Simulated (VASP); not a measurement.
# Li4F (I4/mmm) in VASP: relaxation of cell and atoms with PBE

Aim: the relaxation of cell and atoms of Li4F with PBE.

Everything below comes from runs of VASP 6.6.1. Logs are shortened: lines on timing, memory, paths and dates and some standing lists are left out, and cuts for length are marked.

### 1 The cell of the first run

It takes space group I4/mmm (No. 139, tetragonal). The conventional cell has a = 3.827 Å, b = 3.827 Å, c = 7.236 Å, α = 90.00°, β = 90.00°, γ = 90.00°. Within 2.4 Å of Li (site symmetry 4mm) lie 1 F at 1.77 Å. Within 2.5 Å of Li (site symmetry mmm) lie 2 F at 1.91 Å. Within 2.4 Å of F (site symmetry 4/mmm) lie 6 Li at 1.77 to 1.91 Å.

The cell was built from a structure type or drawn by symmetry, and may not be a known phase.

### 2 Relaxation of cell and atoms, PBE

Contents of INCAR:

```
PREC     = Accurate       # precision mode
ENCUT    = 910            # plane-wave cutoff, eV
EDIFF    = 1E-7           # SCF threshold, eV
ISMEAR   = 0              # smearing method
SIGMA    = 0.1            # smearing width, eV
LREAL    = False          # projectors in reciprocal space
LASPH    = True           # aspherical terms in the spheres
NELM     = 120            # most SCF steps
ALGO     = Normal         # electronic algorithm
ISIF     = 3              # what is computed and relaxed
LWAVE    = False          # write WAVECAR
LCHARG   = False          # write CHGCAR
GGA      = PE             # functional
IBRION   = 2              # ionic algorithm
NSW      = 90             # ionic steps
EDIFFG   = -0.04          # ionic threshold
GGA_COMPAT= False        
NELMIN   = 4
```

Contents of KPOINTS:

```
regular mesh
0
Gamma
  6 6 6
```

Contents of POSCAR:

```
Li4F
1.0
   -1.9134330400      1.9134330400      3.6178163400
    1.9134330400     -1.9134330400      3.6178163400
    1.9134330400      1.9134330400     -3.6178163400
Li F
4 1
Direct
    0.2450000000      0.2450000000      0.0000000000
    0.7550000000      0.7550000000      0.0000000000
    0.5000000000      0.0000000000      0.5000000000
    0.0000000000      0.5000000000      0.5000000000
    0.0000000000      0.0000000000      0.0000000000
```

Potentials or basis: VASP PAW PBE potentials, release 64 (Li_sv, F_h).

Started as:

```console
> cat potpaw_PBE.64/Li_sv/POTCAR potpaw_PBE.64/F_h/POTCAR > POTCAR
> mpirun -np 1 vasp_std > vasp.out
```

OUTCAR:

```text
PREC = Accurate
   ENCUT = 910
   EDIFF = 1E-7
   ISMEAR = 0
   LREAL = False
   LASPH = True
   NELM = 120
   ISIF = 3
   GGA = PE
   IBRION = 2
   NSW = 90
   EDIFFG = -0.04
   NELMIN = 4

 ion  position               nearest neighbor table
   1  0.245  0.245  0.000-   5 1.77
   2  0.755  0.755  0.000-   5 1.77
   3  0.500  0.000  0.500-   5 1.91   5 1.91
   4  0.000  0.500  0.500-   5 1.91   5 1.91
   5  0.000  0.000  0.000-   1 1.77   2 1.77   3 1.91   4 1.91   4 1.91   3 1.91

  LATTYP: Found a body centered tetragonal cell.
 ALAT       =     3.8268660800
 C/A-ratio  =     1.8907462474

  Lattice vectors:

 A1 = (  -1.9134330400,   1.9134330400,   3.6178163400)
 A2 = (   1.9134330400,  -1.9134330400,   3.6178163400)
 A3 = (   1.9134330400,   1.9134330400,  -3.6178163400)

Analysis of symmetry for initial positions (statically):
=====================================================================
 Subroutine PRICEL returns:
 Original cell was already a primitive cell.

 Routine SETGRP: Setting up the symmetry group for a
 body centered tetragonal supercell.

 Subroutine GETGRP returns: Found 16 space group operations
 (whereof 16 operations were pure point group operations)
 out of a pool of 16 trial point group operations.

The static configuration has the point symmetry D_4h.

Analysis of symmetry for dynamics (positions and initial velocities):
=====================================================================
 Subroutine PRICEL returns:
 Original cell was already a primitive cell.

 Routine SETGRP: Setting up the symmetry group for a
 body centered tetragonal supercell.

 Subroutine GETGRP returns: Found 16 space group operations
 (whereof 16 operations were pure point group operations)
 out of a pool of 16 trial point group operations.

The dynamic configuration has the point symmetry D_4h.

 Subroutine INISYM returns: Found 16 space group operations
 (whereof 16 operations are pure point group operations),
 and found     1 'primitive' translations

----------------------------------------------------------------------------------------

                                     Primitive cell

  volume of cell :      52.9826

  direct lattice vectors                    reciprocal lattice vectors
    -1.913433040  1.913433040  3.617816340     0.000000000  0.261310425  0.138204915
     1.913433040 -1.913433040  3.617816340     0.261310425  0.000000000  0.138204915
     1.913433040  1.913433040 -3.617816340     0.261310425  0.261310425  0.000000000

  length of vectors
     4.517858682  4.517858682  4.517858682     0.295607403  0.295607403  0.369548746

[... 103 lines left out ...]
   IALGO  =     38    algorithm
   IMIX   =      4    mixing-type and parameters
     AMIX     =   0.40;   BMIX     =  1.00
     AMIX_MAG =   1.60;   BMIX_MAG =  1.00
  volume/ion in A,a.u.               =      10.60        71.51
  Fermi-wavevector in a.u.,A,eV,Ry     =   1.163095  2.197930 18.405810  1.352789
  Thomas-Fermi vector in A             =   2.299648
   LORBIT       =      0    0 simple, 1 ext, 2 COOP (PROOUT), +10 PAW based schemes
   GGA     = PE    functional components
   LHFCALC =     F    Hartree Fock is set to
   AEXX    =    0.0000 exact exchange contribution
   IVDW    =     0    specifies the selected vdW correction
   LEPSILON=     F    determine dielectric tensor
   LRPA    =     F    only Hartree local field effects (RPA)
 conjugate gradient relaxation of ions
 non-spin polarized calculation
 Gauss-broadening in eV      SIGMA  =   0.10
  energy-cutoff  :      910.00
  volume of cell :       52.98
 maximum number of plane-waves:      3324
 NGX is ok and might be reduce to    48
   NGX = 23   NGY = 23   NGZ = 23

--------------------------------------- Ionic step        1  -------------------------------------------

 number of electron      18.9999997 magnetization

 Free energy of the ion-electron system (eV)
  ---------------------------------------------------
  ext. energy  EPLUGINS =         0.00000000
  ---------------------------------------------------
  free energy    TOTEN  =       -13.65475304 eV

  energy without entropy =      -13.64821436  energy(sigma->0) =      -13.65148370

------------------------ aborting loop because EDIFF is reached ----------------------------------------

  FORCE on cell =-STRESS in cart. coord.  units (eV):
  Direction    XX          YY          ZZ          XY          YZ          ZX
  --------------------------------------------------------------------------------------
  -------------------------------------------------------------------------------------
  Total        4.7773264      4.7773264      6.1788901      0.0000000     -0.0000000      0.0000000
  in kB      144.4649378    144.4649378    186.8478071      0.0000000     -0.0000000      0.0000000
  external PRESSURE =     158.5925609 kB  Pullay stress =       0.0000000 kB
[... 26 lines left out ...]
--------------------------------------- Ionic step        2  -------------------------------------------

 number of electron      19.0000002 magnetization

 E-fermi :   2.7651     XC(G=0):  -8.3986

 val. band max:        2.7259141962   @ k =  -0.3333   0.5000   0.3333
 cond. band min:       2.7836494494   @ k =  -0.1667   0.5000   0.1667
 fundamental gap:      0.0577352532
 Fermi energy:         2.7650569628

 k-point     1 :       0.0000    0.0000    0.0000
  band No.  band energies     occupation
      1     -43.8150      2.00000
      2     -43.7755      2.00000
      3     -43.4217      2.00000
      4     -43.3945      2.00000
      5     -23.0112      2.00000
      6      -4.8941      2.00000
      7      -4.8572      2.00000
      8      -4.8572      2.00000
      9      -0.2854      2.00000
     10       6.3523      0.00000
     11       6.4571      0.00000
     12       6.4571      0.00000
     13       7.3906      0.00000
[... 640 lines left out ...]
--------------------------------------- Ionic step        9  -------------------------------------------

 number of electron      19.0000001 magnetization

 Free energy of the ion-electron system (eV)
  ---------------------------------------------------
  ext. energy  EPLUGINS =         0.00000000
  ---------------------------------------------------
  free energy    TOTEN  =       -14.51535204 eV

  energy without entropy =      -14.51264480  energy(sigma->0) =      -14.51399842

 E-fermi :   2.1396     XC(G=0):  -7.9414

 val. band max:        2.1165498513   @ k =  -0.1667   0.5000   0.1667
 cond. band min:       2.2729281104   @ k =   0.3333   0.3333   0.1667
 fundamental gap:      0.1563782591
 Fermi energy:         2.1395975556

 k-point     1 :       0.0000    0.0000    0.0000
  band No.  band energies     occupation
      1     -44.7509      2.00000
      2     -44.7238      2.00000
      3     -44.2035      2.00000
      4     -44.1837      2.00000
      5     -23.7041      2.00000
      6      -5.5639      2.00000
      7      -5.5044      2.00000
      8      -5.5044      2.00000
      9      -0.8497      2.00000
     10       4.8711      0.00000
     11       5.8134      0.00000
     12       5.8134      0.00000
     13       6.7617      0.00000
[... 400 lines left out ...]
  FREE ENERGIE OF THE ION-ELECTRON SYSTEM (eV)
  ---------------------------------------------------
  free  energy   TOTEN  =       -14.5153520445 eV

  energy  without entropy=      -14.5126448021  energy(sigma->0) =      -14.51399842

 reached required accuracy - stopping structural energy minimisation
```

OSZICAR:

```text
N       E                     dE             d eps       ncg     rms          rms(c)
DAV:   1     0.156782889333E+03    0.15678E+03   -0.11776E+04   780   0.220E+03
DAV:   2     0.121670014151E+02   -0.14462E+03   -0.13806E+03  1167   0.435E+02
DAV:   3    -0.111004613569E+02   -0.23267E+02   -0.22882E+02  1027   0.135E+02
[... 94 lines left out ...]
DAV:   2    -0.145173971101E+02    0.30027E-02   -0.22866E-02  1156   0.169E+00    0.499E-01
DAV:   3    -0.145153244756E+02    0.20726E-02   -0.37729E-03   994   0.549E-01    0.695E-02
DAV:   4    -0.145153501398E+02   -0.25664E-04   -0.37791E-04  1199   0.141E-01    0.282E-02
DAV:   5    -0.145153519009E+02   -0.17611E-05   -0.17388E-05   998   0.324E-02    0.648E-03
DAV:   6    -0.145153520979E+02   -0.19696E-06   -0.19323E-06  1105   0.122E-02    0.119E-03
DAV:   7    -0.145153520445E+02    0.53310E-07   -0.17134E-07   729   0.342E-03
   9 F= -.14515352E+02 E0= -.14513998E+02  d E =-.123851E-01
```

CONTCAR:

```text
Li4F
   1.00000000000000
    -2.0495134178775740    2.0495134178775740    4.2023335976633316
     2.0495134178775740   -2.0495134178775740    4.2023335976633316
     2.0495134178775740    2.0495134178775740   -4.2023335976633316
  Li              F
     4     1
Direct
     0.2203123333930513    0.2203123333930513    0.0000000000000000
     0.7796876666069487    0.7796876666069487    0.0000000000000000
     0.5000000000000000    1.0000000000000000    0.5000000000000000
     1.0000000000000000    0.5000000000000000    0.5000000000000000
     1.0000000000000000    1.0000000000000000    0.0000000000000000

  0.00000000E+00  0.00000000E+00  0.00000000E+00
  0.00000000E+00  0.00000000E+00  0.00000000E+00
  0.00000000E+00  0.00000000E+00  0.00000000E+00
  0.00000000E+00  0.00000000E+00  0.00000000E+00
  0.00000000E+00  0.00000000E+00  0.00000000E+00
```

Run time: 7 min. Hardware: 1 thread of Intel Xeon Platinum 8259CL at 2.50GHz (Skylake/Cascade Lake), shared host; peak memory 0.34 GiB.

What came out:

- Free energy: -14.5154 eV
- Relaxed volume: 14.12 Å³/atom
- Relaxed cell: a = 5.105 Å, b = 5.105 Å, c = 5.105 Å, α = 132.66°, β = 132.66°, γ = 69.19°
- Space group after relaxing (to 0.1 Å): I4/mmm (No. 139)
- Energy gained by relaxing: 172.1 meV/atom
- Ionic steps: 9
- Pressure after relaxing: -0.3 GPa
- Largest force after relaxing: 0.013 eV/Å
- Band gap on the k mesh: zero (an odd number of electrons rules out a gap without spin polarisation)

Forces in eV/Å, atoms in the order of the input:
```
Li   0.000  0.000  0.013
Li   0.000  0.000 -0.013
Li   0.000  0.000  0.000
Li   0.000  0.000  0.000
F    0.000  0.000  0.000
```

Step by step:
| step | energy change (eV) | largest force (eV/Å) | pressure (GPa) | volume (Å³) |
| --- | --- | --- | --- | --- |
| 1 | 0.0000 | 0.3382 | 15.86 | 52.98 |
| 2 | -0.5897 | 0.4759 | 6.33 | 61.44 |
| 3 | -0.7628 | 0.5346 | -0.21 | 69.92 |
| 4 | -0.7627 | 0.5362 | -0.46 | 70.29 |
| 5 | -0.7942 | 0.4355 | -0.45 | 70.42 |
| 6 | -0.8467 | 0.0527 | -0.22 | 70.82 |
| 7 | -0.8482 | 0.0595 | -0.11 | 70.91 |
| 8 | -0.8583 | 0.0312 | -0.21 | 70.75 |
| 9 | -0.8606 | 0.0134 | -0.28 | 70.61 |

Final structure:
```
Li F
1.0
    -2.04951    2.04951    4.20233
     2.04951   -2.04951    4.20233
     2.04951    2.04951   -4.20233
Li F
4 1
Cartesian
  0.0000 0.0000 1.8517
  0.0000 0.0000 6.5530
  2.0495 0.0000 4.2023
  0.0000 2.0495 4.2023
  0.0000 0.0000 8.4047
```

Caveat: the cutoff is under 1.25 times the usual one of these potentials, so pressure, stress and relaxed cells hold a basis-set (Pulay) error; the volume moved by over 15 % at a fixed basis, so the end points are rough; an odd number of electrons without spin polarisation forces a metal; a magnetic or distorted state may lie lower.
